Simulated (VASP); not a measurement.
**Ge: single point with PBE**

The system is Ge.

```
Ge
1.0
     4.05816    0.00000    0.00000
    -2.02908    3.51447    0.00000
     0.00000    0.00000    6.49175
Ge
4
Direct
  0.66667 0.33333 0.06279
  0.33333 0.66667 0.56279
  0.66667 0.33333 0.43721
  0.33333 0.66667 0.93721
```

This cell differs from its parent crystal: strain +0.000 along x and y, -0.030 along z.

| Property | Result |
| --- | --- |
| Program | VASP 6.6.1 |
| Task | single point |
| Functional | PBE |
| Potentials or basis | VASP PAW PBE potentials, release 64 (Ge_d) |
| Cutoff | 520 eV |
| k mesh | 12 × 12 × 8 |
| Occupations | gaussian, width 0.15 eV |
| Spin | no spin polarisation |

| Item | Value |
| --- | --- |
| Pressure | 2.0 GPa |
| Largest force | 0.307 eV/Å |
| Band gap on the k mesh | zero (band 28 reaches 4.84 eV, above the bottom of band 29 at 4.66 eV) |

Forces in eV/Å, atoms in the order of the input:
```
Ge   0.000  0.000 -0.307
Ge   0.000  0.000 -0.307
Ge   0.000  0.000  0.307
Ge   0.000  0.000  0.307
```

Stress tensor (GPa, compression positive):
```
0.14 0.00 0.00
0.00 0.14 0.00
0.00 0.00 5.70
```

Levels at points of the mesh, in eV from the Fermi level:
```
           k point  band 26  band 27  band 28  band 29  band 30  band 31
(0.00, 0.00, 0.00)    -0.42    -0.16    -0.10     0.10     0.10     2.07
(0.50, 0.00, 0.00)    -3.14    -2.82    -1.38     0.40     1.69     3.56
(0.00, 0.00, 0.50)    -0.97    -0.97    -0.97     0.44     0.44     3.25
(0.50, 0.00, 0.50)    -2.44    -2.44    -2.44     0.54     0.54     2.20
```

It took 4.2 min on 1 thread of Intel Xeon 6975P-C (shared host), peak memory 0.35 GiB.

Caveat: the cell differs from its parent crystal (strain +0.000 along x and y, -0.030 along z).
